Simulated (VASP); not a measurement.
Runs of VASP 6.6.1 on Rh. The structure is that of space group P6_3/mmc (No. 194), or close to it. The cells are those of the table. 

| cell | gap on the mesh (eV) | pressure (GPa) |
| --- | --- | --- |
| a = 2.762, b = 2.762, c = 9.027 Å, angles 90.0, 90.0, 120.0°, 4 atoms | none | -22.0 |
| a = 2.618, b = 2.618, c = 8.557 Å, angles 90.0, 90.0, 120.0°, 4 atoms | none | (a) |
| a = 2.715, b = 2.715, c = 8.876 Å, angles 90.0, 90.0, 120.0°, 4 atoms | none | (b) |
| a = 2.739, b = 2.739, c = 8.952 Å, angles 90.0, 90.0, 120.0°, 4 atoms | none | -17.4 |
| a = 2.668, b = 2.668, c = 8.719 Å, angles 90.0, 90.0, 120.0°, 4 atoms | none | 2.2 |
| a = 2.643, b = 2.643, c = 8.639 Å, angles 90.0, 90.0, 120.0°, 4 atoms | none | 11.3 |

Alike in all rows: task single point; level PBEsol; potentials or basis VASP PAW PBE potentials, release 64 (Rh_pv); no spin polarisation; k mesh 10 × 10 × 3; cutoff (eV) 520; smearing fermi-dirac 0.1 eV.

**Question.** Estimate the missing entries.

**Answer.** (a) 22.0; (b) -11.9.

Caveats: the PAW data sets were made with another functional, which shifts forces and pressure a little.

A k mesh can miss the band edges, and the runs leave out spin-orbit coupling on Rh.

A gap of «none» marks levels without a gap at the run's occupations.
